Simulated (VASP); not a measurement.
The system is CuO.

```
Cu O
1.0
     3.28802    0.00000    0.00000
    -1.64401    2.84751    0.00000
     0.00000    0.00000    5.38502
Cu O
2 2
Direct
  0.66667 0.33333 0.00000
  0.33333 0.66667 0.50000
  0.66667 0.33333 0.62520
  0.33333 0.66667 0.12520
```

Base run:

- Program: VASP 6.6.1
- Functional: PBEsol
- Potentials or basis: VASP PAW PBE potentials, release 64 (Cu, O)
- Cutoff: 520 eV
- k mesh: 9 × 9 × 5
- Occupations: fermi-dirac, width 0.05 eV
- Spin: no spin polarisation

Its results: band gap on the k mesh zero (band 17 reaches 3.65 eV, above the bottom of band 18 at 2.32 eV); pressure -14.7 GPa; largest force 0.069 eV/Å.

After a change of settings the same cell gave: band gap on the k mesh zero (band 17 reaches 3.81 eV, above the bottom of band 18 at 2.60 eV); pressure -8.7 GPa; largest force 0.075 eV/Å. Which change was it?
A. functional from PBEsol to RPBE; further incar settings from ALGO = Normal; EDIFF = 1e-07; NBANDS = 25 to ALGO = Normal; EDIFF = 1e-06; NBANDS = 25
B. functional from PBEsol to PBE-based screened hybrid; k mesh from 9 × 9 × 5 to 5 × 5 × 3
C. functional from PBEsol to PBE; k mesh from 9 × 9 × 5 to 13 × 13 × 7
D. functional from PBEsol to r2SCAN; hubbard terms from none to Cu d U = 5.3 eV

C.

Caveats: semilocal functionals often make such compounds metallic where correlation or magnetic order opens a gap, which also shifts bond lengths; the PAW data sets were made with another functional, which shifts forces and pressure a little (some runs).
